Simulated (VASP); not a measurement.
Input of a VASP 6.6.1 run:

The input INCAR:

```
SYSTEM = ZrO2
PREC = Accurate
ENCUT = 600
EDIFF = 1E-6
ISMEAR = 0
SIGMA = 0.05
LREAL = .FALSE.
LASPH = .TRUE.
NELM = 120
ALGO = Normal
ISIF = 2
LWAVE = .FALSE.
LCHARG = .FALSE.
GGA = PS
NBANDS = 19
GGA_COMPAT = .FALSE.
```

KPOINTS

```
regular mesh
0
G
  8 8 8
  0 0 0
```

File POSCAR:

```
ZrO2
1.0
    0.0000000000      2.4626258457      2.4626258457
    2.4626258457      0.0000000000      2.4626258457
    2.4626258457      2.4626258457      0.0000000000
Zr O
1 2
Direct
    0.0000000000      0.0000000000      0.0000000000
    0.2500000000      0.2500000000      0.2500000000
    0.7500000000      0.7500000000      0.7500000000
```

Potentials or basis: VASP PAW PBE potentials, release 64 (Zr_sv, O).

The run is started by

```bash
$ cat potpaw_PBE.64/Zr_sv/POTCAR potpaw_PBE.64/O/POTCAR > POTCAR
$ mpirun -np 1 vasp_std > vasp.out
```

Task: Predict the pressure.

Result: 25.7 GPa.

Task: What does it give for the band gap on the k mesh?

Result: 3.53 eV (least direct gap 4.05 eV).

Caveat: the cell stands under pressure; the PAW data sets were made with another functional, which shifts forces and pressure a little. Expect the measured gap to be larger: semilocal functionals such as PBEsol lack the derivative discontinuity.
